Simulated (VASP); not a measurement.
# Na (P6_3/mmc) in VASP: further runs

Na is run at these levels: PBEsol; tasks: single point.

Program: VASP 6.6.1. These are calculated values, not measurements. Logs are shortened: lines on timing, memory, paths and dates and some standing lists are left out, and cuts for length are marked.

**1. The cell of the first run**

The structure is hexagonal, space group P6_3/mmc (No. 194). Conventional cell: a = 3.237 Å, b = 3.237 Å, c = 5.296 Å, α = 90.00°, β = 90.00°, γ = 120.00°. Na (site symmetry -6m2) has 12 Na at 3.24 Å within 4.3 Å.

This isn't the form of Na at room conditions, which is bcc.

**2. Single point, PBEsol**

Input file INCAR:

```
ALGO = Normal
EDIFF = 1E-6
ENCUT = 520
GGA = PS
ISIF = 2
ISMEAR = -1
LASPH = True
LCHARG = False
LREAL = False
LWAVE = False
NBANDS = 14
NELM = 80
PREC = Accurate
SIGMA = 0.08
```

Input file KPOINTS:

```
k-points
0
Gamma
  14 14 8
```

Input file POSCAR:

```
Na
1.0
    3.2370385659      0.0000000000      0.0000000000
   -1.6185192830      2.8033576311      0.0000000000
    0.0000000000      0.0000000000      5.2960726822
Na
2
Direct
    0.3333333333      0.6666666667      0.2500000000
    0.6666666667      0.3333333333      0.7500000000
```

Potentials or basis: VASP PAW PBE potentials, release 64 (Na_pv).

On the command line:

```bash
cat potpaw_PBE.64/Na_pv/POTCAR > POTCAR
mpirun -np 1 vasp_std > vasp.out
```

OUTCAR:

```text
EDIFF = 1E-6
   ENCUT = 520
   GGA = PS
   ISIF = 2
   ISMEAR = -1
   LASPH = True
   LREAL = False
   NELM = 80
   PREC = Accurate

 ion  position               nearest neighbor table
   1  0.333  0.667  0.250-
   2  0.667  0.333  0.750-

  LATTYP: Found a hexagonal cell.
 ALAT       =     3.2370385659
 C/A-ratio  =     1.6360857538

  Lattice vectors:

 A1 = (   3.2370385659,   0.0000000000,   0.0000000000)
 A2 = (  -1.6185192830,   2.8033576311,   0.0000000000)
 A3 = (   0.0000000000,   0.0000000000,   5.2960726822)

Analysis of symmetry for initial positions (statically):
=====================================================================
 Subroutine PRICEL returns:
 Original cell was already a primitive cell.

 Routine SETGRP: Setting up the symmetry group for a
 hexagonal supercell.

 Subroutine GETGRP returns: Found 24 space group operations
 (whereof 12 operations were pure point group operations)
 out of a pool of 24 trial point group operations.

The static configuration has the point symmetry D_3d.
 The point group associated with its full space group is D_6h.

Analysis of symmetry for dynamics (positions and initial velocities):
=====================================================================
 Subroutine PRICEL returns:
 Original cell was already a primitive cell.

 Routine SETGRP: Setting up the symmetry group for a
 hexagonal supercell.

 Subroutine GETGRP returns: Found 24 space group operations
 (whereof 12 operations were pure point group operations)
 out of a pool of 24 trial point group operations.

The dynamic configuration has the point symmetry D_3d.
 The point group associated with its full space group is D_6h.

 Subroutine INISYM returns: Found 24 space group operations
 (whereof 12 operations are pure point group operations),
 and found     1 'primitive' translations

----------------------------------------------------------------------------------------

                                     Primitive cell

  volume of cell :      48.0596

  direct lattice vectors                    reciprocal lattice vectors
     3.237038566  0.000000000  0.000000000     0.308924339  0.178357550  0.000000000
    -1.618519283  2.803357631  0.000000000     0.000000000  0.356715101  0.000000000
     0.000000000  0.000000000  5.296072682     0.000000000  0.000000000  0.188819161

  length of vectors
     3.237038566  3.237038566  5.296072682     0.356715101  0.356715101  0.188819161

  position of ions in fractional coordinates (direct lattice)
     0.333333333  0.666666667  0.250000000
     0.666666667  0.333333333  0.750000000

  ion indices of the primitive-cell ions
   primitive index   ion index
                 1           1
                 2           2

----------------------------------------------------------------------------------------

 KPOINTS: k-points

Automatic generation of k-mesh.
 Grid dimensions read from file:
 generate k-points for:   14   14    8

 Generating k-lattice:

  Cartesian coordinates                     Fractional coordinates (reciprocal lattice)
     0.022066024  0.012739825  0.000000000     0.071428571 -0.000000000  0.000000000
     0.000000000  0.025479650  0.000000000     0.000000000  0.071428571  0.000000000
     0.000000000  0.000000000  0.023602395     0.000000000  0.000000000  0.125000000

  Length of vectors
     0.025479650  0.025479650  0.023602395

  Shift w.r.t. Gamma in fractional coordinates (k-lattice)
     0.000000000  0.000000000  0.000000000

 Subroutine IBZKPT returns following result:
 ===========================================

 Found    120 irreducible k-points:

 Following reciprocal coordinates:
            Coordinates               Weight
  0.000000  0.000000  0.000000      1.000000
  0.071429  0.000000  0.000000      6.000000
  0.142857 -0.000000  0.000000      6.000000
  0.214286  0.000000  0.000000      6.000000
  0.285714  0.000000  0.000000      6.000000
  0.357143  0.000000  0.000000      6.000000
[... 16 lines left out ...]
  0.285714  0.285714  0.000000      6.000000
  0.357143  0.285714  0.000000      6.000000
 [... further k-points ...]
   k-points           NKPTS =    120   k-points in BZ     NKDIM =    120   number of bands    NBANDS=     14
   number of dos      NEDOS =    301   number of ions     NIONS =      2
   total plane-waves  NPLWV =  23040
   dimension x,y,z NGX =    24 NGY =   24 NGZ =   40
   dimension x,y,z NGXF=    48 NGYF=   48 NGZF=   80
   ions per type =               2
   NGX,Y,Z   is equivalent  to a cutoff of  12.33, 12.33, 12.56 a.u.
   NGXF,Y,Z  is equivalent  to a cutoff of  24.65, 24.65, 25.11 a.u.
 SYSTEM =  unknown system
   PREC   = accura    normal or accurate (medium, high low for compatibility)
   ISTART =      0    job   : 0-new  1-cont  2-samecut
   ICHARG =      2    charge: 1-file 2-atom 10-const
   ISPIN  =      1    spin polarized calculation?
   LNONCOLLINEAR =      F non collinear calculations
   LSORBIT =      F    spin-orbit coupling
   LASPH  =      T    aspherical Exc in radial PAW
   ENCUT  =  520.0 eV  38.22 Ry    6.18 a.u.   6.02  6.02  9.85*2*pi/ulx,y,z
   NELM   =     80;   NELMIN=  2; NELMDL= -5     # of ELM steps
   EDIFF  = 0.1E-05   stopping-criterion for ELM
   LREAL  =      F    real-space projection
   EDIFFG = 0.1E-04   stopping-criterion for IOM
   NSW    =      0    number of steps for IOM
   IBRION =     -1    ionic relax: 0-MD 1-quasi-New 2-CG
   NFREE  =      0    steps in history (QN), initial steepest desc. (CG)
   ISIF   =      2    stress and relaxation
   ISYM   =      2    0-nonsym 1-usesym 2-fastsym
   POTIM  = 0.5000    time-step for ionic-motion
   TEBEG  =    0.0;   TEEND  =   0.0 temperature during run
   PSTRESS=    0.0 pullay stress
   NELECT =      14.0000    total number of electrons
   NUPDOWN=      -1.0000    fix difference up-down
   EMIN   =  10.00;   EMAX   =-10.00  energy-range for DOS
   EFERMI =   0.00;   METHOD = LEGACY
   ISMEAR =    -1;   SIGMA  =   0.08  broadening in eV -4-tet -1-fermi 0-gaus
   EFERMI_NEDOS =   21; number of points for ismear=-14 and -15
   IALGO  =     38    algorithm
   IMIX   =      4    mixing-type and parameters
     AMIX     =   0.40;   BMIX     =  1.00
     AMIX_MAG =   1.60;   BMIX_MAG =  1.00
  volume/ion in A,a.u.               =      24.03       162.16
  Fermi-wavevector in a.u.,A,eV,Ry     =   1.085236  2.050798 16.024078  1.177737
  Thomas-Fermi vector in A             =   2.221345
   LORBIT       =      0    0 simple, 1 ext, 2 COOP (PROOUT), +10 PAW based schemes
   GGA     = PS    functional components
   LHFCALC =     F    Hartree Fock is set to
   AEXX    =    0.0000 exact exchange contribution
   IVDW    =     0    specifies the selected vdW correction
   LEPSILON=     F    determine dielectric tensor
   LRPA    =     F    only Hartree local field effects (RPA)
 non-spin polarized calculation
  energy-cutoff  :      520.00
  volume of cell :       48.06
 maximum number of plane-waves:      1315
   NGX = 13   NGY = 13   NGZ = 19

 number of electron      13.9999988 magnetization

 Free energy of the ion-electron system (eV)
  ---------------------------------------------------
  ext. energy  EPLUGINS =         0.00000000
  ---------------------------------------------------
  free energy    TOTEN  =        -2.42020995 eV

  energy without entropy =       -2.40486265  energy(sigma->0) =       -2.41253630

 E-fermi :   1.8814     XC(G=0):  -7.7782

 val. band max:        1.8158335359   @ k =   0.2143   0.0714   0.2500
 cond. band min:       1.8929624429   @ k =   0.2857   0.2143   0.3750
 fundamental gap:      0.0771289070
 Fermi energy:         1.8814396110

 k-point     1 :       0.0000    0.0000    0.0000
  band No.  band energies     occupation
      1     -22.8712      2.00000
      2     -22.7365      2.00000
      3     -22.7365      2.00000
      4     -22.7174      2.00000
      5     -22.7174      2.00000
      6     -22.7174      2.00000
      7      -2.4462      2.00000
      8       2.4860      0.00104
      9       3.3064      0.00000
     10      14.5264      0.00000
     11      14.5264      0.00000
     12      15.0479      0.00000
     13      15.5192      0.00000
     14      15.5192      0.00000

 k-point     2 :       0.0714    0.0000    0.0000
  band No.  band energies     occupation
      1     -22.8685      2.00000
      2     -22.7422      2.00000
      3     -22.7383      2.00000
      4     -22.7235      2.00000
      5     -22.7183      2.00000
      6     -22.7183      2.00000
      7      -2.3426      2.00000
      8       2.5686      0.00037
      9       3.4037      0.00000
     10      12.8582      0.00000
     11      14.0016      0.00000
     12      14.5740      0.00000
     13      16.0083      0.00000
     14      16.1081      0.00000

 k-point     3 :       0.1429   -0.0000    0.0000
  band No.  band energies     occupation
      1     -22.8607      2.00000
      2     -22.7585      2.00000
      3     -22.7432      2.00000
      4     -22.7402      2.00000
      5     -22.7209      2.00000
      6     -22.7207      2.00000
      7      -2.0339      2.00000
      8       2.8169      0.00002
      9       3.6899      0.00000
     10      10.8474      0.00000
     11      13.2795      0.00000
     12      13.3203      0.00000
     13      14.9936      0.00000
     14      16.2772      0.00000

 k-point     4 :       0.2143    0.0000    0.0000
  band No.  band energies     occupation
      1     -22.8488      2.00000
      2     -22.7825      2.00000
      3     -22.7636      2.00000
      4     -22.7502      2.00000
      5     -22.7253      2.00000
      6     -22.7245      2.00000
      7      -1.5259      2.00000
      8       3.2327      0.00000
      9       4.1436      0.00000
     10       8.9365      0.00000
     11      12.1176      0.00000
     12      12.6567      0.00000
     13      12.9897      0.00000
     14      15.9626      0.00000

 k-point     5 :       0.2857    0.0000    0.0000
  band No.  band energies     occupation
      1     -22.8342      2.00000
      2     -22.8096      2.00000
      3     -22.7889      2.00000
      4     -22.7577      2.00000
      5     -22.7316      2.00000
      6     -22.7289      2.00000
      7      -0.8276      2.00000
      8       3.8184      0.00000
      9       4.6908      0.00000
     10       7.2309      0.00000
     11      10.9806      0.00000
[... 276 lines left out ...]
 k-point    22 :       0.3571    0.2143    0.0000
  band No.  band energies     occupation
      1     -22.8410      2.00000
      2     -22.8177      2.00000
      3     -22.7938      2.00000
      4     -22.7897      2.00000
      5     -22.7655      2.00000
      6     -22.7588      2.00000
      7       2.2616      0.01712
      8       3.5605      0.00000
      9       5.7719      0.00000
     10       6.6085      0.00000
     11       7.9083      0.00000
     12       8.1873      0.00000
     13      10.3447      0.00000
     14      10.7246      0.00000

 k-point    23 :       0.2857    0.2857    0.0000
  band No.  band energies     occupation
      1     -22.8340      2.00000
      2     -22.8166      2.00000
      3     -22.7963      2.00000
      4     -22.7878      2.00000
      5     -22.7742      2.00000
      6     -22.7603      2.00000
      7       2.1802      0.04667
      8       4.5130      0.00000
      9       4.7515      0.00000
     10       6.5374      0.00000
     11       8.2120      0.00000
     12       8.9304      0.00000
     13       9.1266      0.00000
     14      11.1600      0.00000

 k-point    24 :       0.3571    0.2857    0.0000
  band No.  band energies     occupation
      1     -22.8334      2.00000
      2     -22.8096      2.00000
      3     -22.8065      2.00000
      4     -22.7803      2.00000
      5     -22.7795      2.00000
      6     -22.7674      2.00000
      7       3.1194      0.00000
      8       3.5671      0.00000
      9       4.5953      0.00000
     10       7.4756      0.00000
     11       7.8891      0.00000
     12       8.5122      0.00000
     13       8.9585      0.00000
     14      10.9470      0.00000

 [... further k-points ...]

------------------------ aborting loop because EDIFF is reached ----------------------------------------

  FORCE on cell =-STRESS in cart. coord.  units (eV):
  Direction    XX          YY          ZZ          XY          YZ          ZX
  --------------------------------------------------------------------------------------
  -------------------------------------------------------------------------------------
  Total        2.0821814      2.0821814      2.0832515     -0.0000000     -0.0000000     -0.0000000
  in kB       69.4142797     69.4142797     69.4499542     -0.0000000     -0.0000000     -0.0000000
  external PRESSURE =      69.4261712 kB  Pullay stress =       0.0000000 kB

 VOLUME and BASIS-vectors are now :
 -----------------------------------------------------------------------------
  energy-cutoff  :      520.00
  volume of cell :       48.06
      direct lattice vectors                 reciprocal lattice vectors
     3.237038566  0.000000000  0.000000000     0.308924339  0.178357550  0.000000000
    -1.618519283  2.803357631  0.000000000     0.000000000  0.356715101  0.000000000
     0.000000000  0.000000000  5.296072682     0.000000000  0.000000000  0.188819161

 POSITION                                       TOTAL-FORCE (eV/Angst)
 -----------------------------------------------------------------------------------
     -0.00000      1.86891      1.32402        -0.000000      0.000000      0.000000
      1.61852      0.93445      3.97205         0.000000     -0.000000      0.000000
 -----------------------------------------------------------------------------------
    total drift:                               -0.000000      0.000000      0.000000

  FREE ENERGIE OF THE ION-ELECTRON SYSTEM (eV)
  ---------------------------------------------------
  free  energy   TOTEN  =        -2.4202099512 eV

  energy  without entropy=       -2.4048626453  energy(sigma->0) =       -2.41253630
```

Wall time 42 s (1 thread of Intel Xeon 8259CL, shared host); peak memory 0.19 GiB.

Results:

```yaml
Free_energy: -2.4202 eV
Pressure: 6.9 GPa
Band_gap_on_the_k_mesh: zero (bands 7 and 8 overlap by 5.23 eV)
```

Caveat: the cell stands under pressure; the PAW data sets were made with another functional, which shifts forces and pressure a little.

**3. Single point, PBEsol**

This run uses another cell than the first one, of 27.07 Å³/atom.

Input file INCAR:

```
PREC     = Accurate       # precision mode
ENCUT    = 520            # plane-wave cutoff, eV
EDIFF    = 1E-7           # SCF threshold, eV
ISMEAR   = -1             # smearing method
SIGMA    = 0.08           # smearing width, eV
LREAL    = False          # projectors in reciprocal space
LASPH    = True           # aspherical terms in the spheres
NELM     = 100            # most SCF steps
ALGO     = Normal         # electronic algorithm
ISIF     = 2              # what is computed and relaxed
LWAVE    = False          # write WAVECAR
LCHARG   = True           # write CHGCAR
GGA      = PS             # functional
LELF     = True           # ELF
LVHAR    = True         
NBANDS   = 14             # bands
```

Input file KPOINTS:

```
Automatic mesh
0
Gamma
  14 14 8
```

Input file POSCAR:

```
Na
1.0
    3.3687184756      0.0000000000      0.0000000000
   -1.6843592378      2.9173957780      0.0000000000
    0.0000000000      0.0000000000      5.5087323860
Na
2
Direct
    0.3333333333      0.6666666667      0.2500000000
    0.6666666667      0.3333333333      0.7500000000
```

Potentials or basis: VASP PAW PBE potentials, release 64 (Na_pv).

On the command line:

```bash
cat potpaw_PBE.64/Na_pv/POTCAR > POTCAR
mpirun -np 1 vasp_std > vasp.out
```

It took 86 s on 1 thread of Intel Xeon 8259CL, shared host; peak memory 0.21 GiB.

Results (log left out):

| Property | Result |
| --- | --- |
| Free energy | -2.6253 eV |
| Pressure | 4.0 GPa |
| Band gap on the k mesh | zero (bands 7 and 8 overlap by 4.89 eV) |

Levels at points of the mesh, in eV from the Fermi level:
| k point | band 3 | band 4 | band 5 | band 6 | band 7 | band 8 | band 9 | band 10 | band 11 | band 12 |
| --- | --- | --- | --- | --- | --- | --- | --- | --- | --- | --- |
| (0.00, 0.00, 0.00) | -24.62 | -24.61 | -24.61 | -24.61 | -4.01 | 0.58 | 1.30 | 11.87 | 11.87 | 12.38 |
| (0.50, 0.00, 0.00) | -24.66 | -24.64 | -24.63 | -24.62 | 0.23 | 0.53 | 4.34 | 4.68 | 5.46 | 5.51 |
| (0.00, 0.00, 0.50) | -24.61 | -24.61 | -24.61 | -24.61 | -2.73 | -2.73 | 6.64 | 6.64 | 12.50 | 12.50 |
| (0.50, 0.00, 0.50) | -24.63 | -24.63 | -24.63 | -24.63 | 1.22 | 1.22 | 1.95 | 1.95 | 8.95 | 8.95 |

Caveat: the cell stands under pressure; the PAW data sets were made with another functional, which shifts forces and pressure a little.

(Part 1 of 2 ends here.)
